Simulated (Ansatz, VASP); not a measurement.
# One calculation of BiRh, two programs

INCAR

```
ALGO = Normal
EDIFF = 1E-8
ENCUT = 520
GGA = CA
ISIF = 2
ISMEAR = -1
LASPH = True
LCHARG = False
LEFG = True
LREAL = False
LWAVE = False
NBANDS = 38
NELM = 80
PREC = Accurate
SIGMA = 0.03
```

File KPOINTS:

```
k-points
0
Gamma
  12 12 7
```

POSCAR

```
BiRh
1.0
    4.0104263761      0.0000000000      0.0000000000
   -2.0052131880      3.4731311217      0.0000000000
    0.0000000000      0.0000000000      5.5473961337
Bi Rh
2 2
Direct
    0.3333333333      0.6666666667      0.2500000000
    0.6666666667      0.3333333333      0.7500000000
    0.0000000000      0.0000000000      0.0000000000
    0.0000000000      0.0000000000      0.5000000000
```

Input for Ansatz:

```yaml
crystal:
  lattice:
    - [4.0104263761, 0.0, 0.0]
    - [-2.005213188, 3.4731311217, 0.0]
    - [0.0, 0.0, 5.5473961337]
  atoms:
    - { symbol: Bi, position: [0.3333333333, 0.6666666667, 0.25] }
    - { symbol: Bi, position: [0.6666666667, 0.3333333333, 0.75] }
    - { symbol: Rh, position: [0.0, 0.0, 0.0] }
    - { symbol: Rh, position: [0.0, 0.0, 0.5] }
kpoints:
  mp_grid: { grid: [12, 12, 7] }
scf:
  occupations: { method: fermi_dirac, width: 0.03 }
hamiltonian:
  xc: lda
  pseudopotentials: { kind: paw }
output:
  forces: true
  stress: true
  eigenvalues: true
  efg: { contact_densities: true }
```

Change from the starting cell: volume scaled by 0.94, PAW files.

Alike in both runs: task electric field gradients; functional LDA; k mesh 12 × 12 × 7; occupations fermi-dirac, width 0.03 eV; no spin polarisation.

```csv
,VASP,Ansatz
version,VASP 6.6.1,Ansatz 0.2.0
potentials or method,"VASP PAW LDA potentials, release 64 (Bi_d, Rh_pv)","PAW with Ansatz's default frozen-core files, scalar-relativistic"
plane-wave cutoff (eV),520,420
valence electrons in the cell,60,64
```

```tsv
	VASP	Ansatz	Ansatz less VASP
pressure (GPa)	7.2	6.6	-0.51
traceless stress, the component that is largest in VASP (GPa)	-0.53	-0.56	-0.035
size of Vzz on the site where it differs most (V/Å²)	50.0	34.3	-15.62
```

LDA's correlation is that of Perdew and Zunger in VASP and of Perdew and Wang (1992) in Ansatz. VASP's potentials hold 60 valence electrons a cell and Ansatz's 64, so a difference there can come from the potentials and not from the codes.

Neither program's run includes spin-orbit coupling.
